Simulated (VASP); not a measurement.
# Mn (Fd-3m) in VASP: single point with RPBE

Aim: the single point of Mn with RPBE.

Program: VASP 6.6.1. These are calculated values, not measurements. Logs are shortened: lines on timing, memory, paths and dates and some standing lists are left out, and cuts for length are marked.

## 1. The cell of the first run

The structure is cubic, space group Fd-3m (No. 227). Conventional cell: a = 5.306 Å, b = 5.306 Å, c = 5.306 Å, α = 90.00°, β = 90.00°, γ = 90.00°. Within 3.0 Å of Mn (site symmetry -43m) lie 4 Mn at 2.30 Å.

This isn't the form of Mn at room conditions, which is a 58-atom cubic cell.

## 2. Single point, RPBE, collinear spin, antiferromagnetic start

INCAR

```
SYSTEM = Mn
  PREC = Accurate
  ENCUT = 520
  EDIFF = 1E-6
  ISMEAR = -1
  SIGMA = 0.05
  LREAL = .FALSE.
  LASPH = .TRUE.
  NELM = 150
  ALGO = Normal
  ISIF = 2
  LWAVE = .FALSE.
  LCHARG = .FALSE.
  ISPIN = 2
  MAGMOM = 2.622 -2.622
  LORBIT = 11
  LMAXMIX = 4
  GGA = RP
  NBANDS = 24
```

KPOINTS

```
regular mesh
0
G
  17 17 17
  0 0 0
```

POSCAR

```
Mn
1.0
    0.0000000000      2.6531206492      2.6531206492
    2.6531206492      0.0000000000      2.6531206492
    2.6531206492      2.6531206492      0.0000000000
Mn
2
Direct
    0.1250000000      0.1250000000      0.1250000000
    0.8750000000      0.8750000000      0.8750000000
```

Potentials or basis: VASP PAW PBE potentials, release 64 (Mn_pv).

Launch:

```
$ cat potpaw_PBE.64/Mn_pv/POTCAR > POTCAR
$ mpirun -np 1 vasp_std > vasp.out
```

OUTCAR:

```text
SYSTEM = Mn
   PREC = Accurate
   ENCUT = 520
   EDIFF = 1E-6
   ISMEAR = -1
   LREAL = .FALSE.
   LASPH = .TRUE.
   NELM = 150
   ISIF = 2
   ISPIN = 2
   LORBIT = 11
   GGA = RP

 ion  position               nearest neighbor table
   1  0.125  0.125  0.125-   2 2.30   2 2.30   2 2.30   2 2.30
   2  0.875  0.875  0.875-   1 2.30   1 2.30   1 2.30   1 2.30

  LATTYP: Found a face centered cubic cell.
 ALAT       =     5.3062412984

  Lattice vectors:

 A1 = (   0.0000000000,   2.6531206492,   2.6531206492)
 A2 = (   2.6531206492,   0.0000000000,   2.6531206492)
 A3 = (   2.6531206492,   2.6531206492,   0.0000000000)

Analysis of symmetry for initial positions (statically):
=====================================================================
 Subroutine PRICEL returns:
 Original cell was already a primitive cell.

 Routine SETGRP: Setting up the symmetry group for a
 face centered cubic supercell.

 Subroutine GETGRP returns: Found 48 space group operations
 (whereof 12 operations were pure point group operations)
 out of a pool of 48 trial point group operations.

The static configuration has the point symmetry D_3d.
 The point group associated with its full space group is O_h .

Analysis of symmetry for dynamics (positions and initial velocities):
=====================================================================
 Subroutine PRICEL returns:
 Original cell was already a primitive cell.

 Routine SETGRP: Setting up the symmetry group for a
 face centered cubic supercell.

 Subroutine GETGRP returns: Found 48 space group operations
 (whereof 12 operations were pure point group operations)
 out of a pool of 48 trial point group operations.

The dynamic configuration has the point symmetry D_3d.
 The point group associated with its full space group is O_h .

Analysis of structural, dynamic, and magnetic symmetry:
=====================================================================
 Subroutine PRICEL returns:
 Original cell was already a primitive cell.

 Routine SETGRP: Setting up the symmetry group for a
 face centered cubic supercell.

 Subroutine GETGRP returns: Found 48 space group operations
 (whereof 12 operations were pure point group operations)
 out of a pool of 48 trial point group operations.

The overall configuration has the point symmetry D_3d.
 The point group associated with its full space group is O_h .

 Subroutine INISYM returns: Found 48 space group operations
 (whereof 12 operations are pure point group operations),
 and found     1 'primitive' translations

----------------------------------------------------------------------------------------

                                     Primitive cell

  volume of cell :      37.3509

[... 113 lines left out ...]
   GGA     = RP    functional components
   LHFCALC =     F    Hartree Fock is set to
   AEXX    =    0.0000 exact exchange contribution
   IVDW    =     0    specifies the selected vdW correction
   LEPSILON=     F    determine dielectric tensor
   LRPA    =     F    only Hartree local field effects (RPA)
 spin polarized calculation
  energy-cutoff  :      520.00
  volume of cell :       37.35
 maximum number of plane-waves:      1020
   NGX = 13   NGY = 13   NGZ = 13

 number of electron      26.0000007 magnetization       0.0000000

 number of electron      26.0000007 magnetization      -0.0000000

 Free energy of the ion-electron system (eV)
  ---------------------------------------------------
  ext. energy  EPLUGINS =         0.00000000
  ---------------------------------------------------
  free energy    TOTEN  =       -14.58542547 eV

  energy without entropy =      -14.57986957  energy(sigma->0) =      -14.58264752

 E-fermi :   5.1157     XC(G=0): -10.5094

 val. band max:        5.0950023095   @ k =   0.1176   0.0000   0.0000
 cond. band min:       5.1361257317   @ k =  -0.0588   0.0588   0.0000
 fundamental gap:      0.0411234222
 Fermi energy:         5.1156709470

 spin component 1

 k-point     1 :       0.0000    0.0000    0.0000
  band No.  band energies     occupation
      1     -44.6610      1.00000
      2     -44.6610      1.00000
      3     -44.6610      1.00000
      4     -41.6971      1.00000
      5     -41.6971      1.00000
      6     -41.6971      1.00000
[... 637 lines left out ...]
     23      18.3783      0.00000
     24      18.8778      0.00000

 [... further k-points ...]

 spin component 2

 k-point     1 :       0.0000    0.0000    0.0000
  band No.  band energies     occupation
      1     -44.6610      1.00000
      2     -44.6610      1.00000
      3     -44.6610      1.00000
      4     -41.6971      1.00000
      5     -41.6971      1.00000
      6     -41.6971      1.00000
[... 637 lines left out ...]
     23      18.3783      0.00000
     24      18.8778      0.00000

 [... further k-points ...]

------------------------ aborting loop because EDIFF is reached ----------------------------------------

  FORCE on cell =-STRESS in cart. coord.  units (eV):
  Direction    XX          YY          ZZ          XY          YZ          ZX
  --------------------------------------------------------------------------------------
  -------------------------------------------------------------------------------------
  Total        0.0749552      0.0749552      0.0749552     -0.0000000     -0.0000000      0.0000000
  in kB        3.2152232      3.2152232      3.2152232     -0.0000000     -0.0000000      0.0000000
  external PRESSURE =       3.2152232 kB  Pullay stress =       0.0000000 kB

 VOLUME and BASIS-vectors are now :
 -----------------------------------------------------------------------------
  energy-cutoff  :      520.00
  volume of cell :       37.35
      direct lattice vectors                 reciprocal lattice vectors
     0.000000000  2.653120649  2.653120649    -0.188457317  0.188457317  0.188457317
     2.653120649  0.000000000  2.653120649     0.188457317 -0.188457317  0.188457317
     2.653120649  2.653120649  0.000000000     0.188457317  0.188457317 -0.188457317

 POSITION                                       TOTAL-FORCE (eV/Angst)
 -----------------------------------------------------------------------------------
      0.66328      0.66328      0.66328        -0.000000     -0.000000     -0.000000
      4.64296      4.64296      4.64296         0.000000      0.000000      0.000000
 -----------------------------------------------------------------------------------
    total drift:                                0.000000      0.000000     -0.000000

  FREE ENERGIE OF THE ION-ELECTRON SYSTEM (eV)
  ---------------------------------------------------
  free  energy   TOTEN  =       -14.5854254684 eV

  energy  without entropy=      -14.5798695696  energy(sigma->0) =      -14.58264752

 total charge

# of ion       s       p       d       tot
------------------------------------------
    1        0.439   6.205   5.082  11.727
    2        0.439   6.205   5.082  11.727
--------------------------------------------------
tot          0.879  12.410  10.164  23.453

 magnetization (x)

# of ion       s       p       d       tot
------------------------------------------
    1        0.076  -0.007   2.735   2.803
    2       -0.076   0.007  -2.735  -2.803
--------------------------------------------------
tot          0.000   0.000   0.000   0.000
```

stdout:

```text
POSCAR found type information on POSCAR Mn
 POSCAR found :  1 types and       2 ions
 scaLAPACK will be used
 -----------------------------------------------------------------------------
|                                                                             |
|                                                                             |
|     You enforced a specific xc type in the INCAR file but a different       |
|     I HOPE YOU KNOW WHAT YOU ARE DOING!                                     |
|                                                                             |
 -----------------------------------------------------------------------------

 LDA part: xc-table for (Slater+PW92), standard interpolation
 POSCAR, INCAR and KPOINTS ok, starting setup
 FFT: planning ... GRIDC
 FFT: planning ... GRID_SOFT
 FFT: planning ... GRID
 WAVECAR not read
 entering main loop
```

It took 3.8 min on 1 thread of Intel Xeon Platinum 8375C at 2.90GHz (Ice Lake), shared host; peak memory 0.32 GiB.

Results:

* Free energy: -14.5854 eV
* Pressure: 0.3 GPa
* Band gap on the k mesh: zero (filled and empty bands touch)
* Net moment: 0.00 μB per cell
* Site moments: Mn +2.80, -2.80 μB
* Valence electrons inside the program's atomic spheres: Mn 11.73

Levels at points of the mesh, in eV from the Fermi level:
Spin up:
```
           k point  band 11  band 12  band 13  band 14  band 15  band 16
(0.00, 0.00, 0.00)    -2.72    -2.72     0.11     0.11     0.11     1.53
```
Spin down:
```tsv
k point	band 10	band 11	band 12	band 13	band 14	band 15	band 16	band 17
(0.00, 0.00, 0.00)	-2.72	-2.72	-2.72	0.11	0.11	0.11	1.53	1.53
```

Caveat: the PAW data sets were made with another functional, which shifts forces and pressure a little.
